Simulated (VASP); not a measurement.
The system is MgSe.

```
Mg Se
1.0
     0.00000    2.73372    2.73372
     2.73372    0.00000    2.73372
     2.73372    2.73372    0.00000
Mg Se
1 1
Direct
  0.00000 0.00000 0.00000
  0.50000 0.50000 0.50000
```

Program: VASP 6.6.1. Alike in all runs: potentials or basis VASP PAW PBE potentials, release 64 (Mg, Se); cell as given; smearing gaussian 0.1 eV.

Task: Order these runs on this cell by their band gap on the k mesh, lowest first.
A. level PBE; spin off; k mesh 1 × 1 × 1, shifted; cutoff (eV) 600
B. level PBE; spin off; k mesh 4 × 4 × 4; cutoff (eV) 520
C. level r2SCAN; spin off; k mesh 1 × 1 × 1; cutoff (eV) 660
D. level PBE; spin collinear, zero start; k mesh 2 × 2 × 2; cutoff (eV) 600
E. level PBE; spin off; k mesh 4 × 4 × 3, shifted; cutoff (eV) 600

Result: D (1.43 eV), B (1.75 eV), E (2.07 eV), C (3.04 eV), A (4.17 eV).

Caveats: all runs use coarse meshes.

A k mesh can miss the band edges, odd and even meshes differently.
